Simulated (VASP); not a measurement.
A run of VASP 6.6.1 is set up as follows.

File INCAR:

```
SYSTEM = Fe
  PREC = Accurate
  ENCUT = 520
  EDIFF = 1E-6
  ISMEAR = -1
  SIGMA = 0.05
  LREAL = .False.
  LASPH = .True.
  NELM = 150
  ALGO = Normal
  ISIF = 2
  LWAVE = .False.
  LCHARG = .True.
  ISPIN = 2
  MAGMOM = 3
  LORBIT = 11
  LMAXMIX = 4
  GGA = PS
  LELF = .True.
  LVHAR = .True.
  NBANDS = 14
```

Contents of KPOINTS:

```
regular mesh
0
Gamma
  13 13 13
  0 0 0
```

File POSCAR:

```
Fe
1.0
    0.0000000000      1.9417396906      1.9651051623
    1.4984397099      0.0000000000      1.9651051623
    1.4984397099      1.9417396906      0.0000000000
Fe
1
Direct
    0.0000000000      0.0000000000      0.0000000000
```

Potentials or basis: VASP PAW PBE potentials, release 64 (Fe).

The run is started by

```sh
$ cat potpaw_PBE.64/Fe/POTCAR > POTCAR
$ mpirun -np 1 vasp_std > vasp.out
```

(1) Estimate the pressure.

(2) What does it give for the site moments?

(3) Estimate the net moment.

Results:

(1) -10.3 GPa.

(2) Fe +2.19 μB.

(3) 2.20 μB per cell.

Caveat: the PAW data sets were made with another functional, which shifts forces and pressure a little.
